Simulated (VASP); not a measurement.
## Te2Mo: single point with PBE+D3(BJ)

Crystal: Te2Mo.

```
Te Mo
1.0
     3.41355    0.00000    0.00000
    -1.70677    2.95622    0.00000
     0.00000    0.00000    7.98062
Te Mo
2 1
Direct
  0.33333 0.66667 0.76141
  0.33333 0.66667 0.23859
  0.00000 0.00000 0.00000
```

This cell differs from its parent crystal: mode 5 frozen in at +0.000 Å, strain +e along z and -e/2 along x and y +0.0467.

```
Program             : VASP 6.6.1
Task                : single point
Functional          : PBE
Dispersion          : D3(BJ)
Potentials or basis : VASP PAW PBE potentials, release 64 (Te, Mo_sv)
Cutoff              : 520 eV
k mesh              : 9 × 9 × 4
Occupations         : gaussian, width 0.05 eV
Spin                : no spin polarisation
```

- Pressure: -0.8 GPa
- Largest force: 0.604 eV/Å
- Band gap on the k mesh: 0.76 eV, indirect (least direct gap 1.20 eV)
- Dispersion energy per atom: -0.501 eV

Forces on the atoms (eV/Å):
```
Te   0.000  0.000  0.604
Te   0.000  0.000 -0.604
Mo   0.000  0.000  0.000
```

Stress tensor (GPa, compression positive):
```
 1.63  0.00  0.00
 0.00  1.63  0.00
 0.00  0.00 -5.70
```

Levels at points of the mesh, in eV from the valence-band top:
```tsv
k point	band 10	band 11	band 12	band 13	band 14	band 15	band 16	band 17
(0.00, 0.00, 0.00)	-1.38	-1.34	-0.62	-0.62	3.40	3.40	3.51	3.51
(0.00, 0.00, 0.50)	-1.37	-0.74	-0.63	-0.63	3.31	3.31	3.60	3.60
```

Run time: 59 s on 1 thread of Intel(R) Xeon(R) Platinum 8259CL CPU @ 2.50GHz (Skylake/Cascade Lake), on a shared host, peak memory 0.24 GiB.

Caveat: the cell differs from its parent crystal (mode 5 frozen in at +0.000 Å, strain +e along z and -e/2 along x and y +0.0467); spin-orbit coupling is left out, which moves the levels of the heavy elements. A k mesh can miss the band edges.
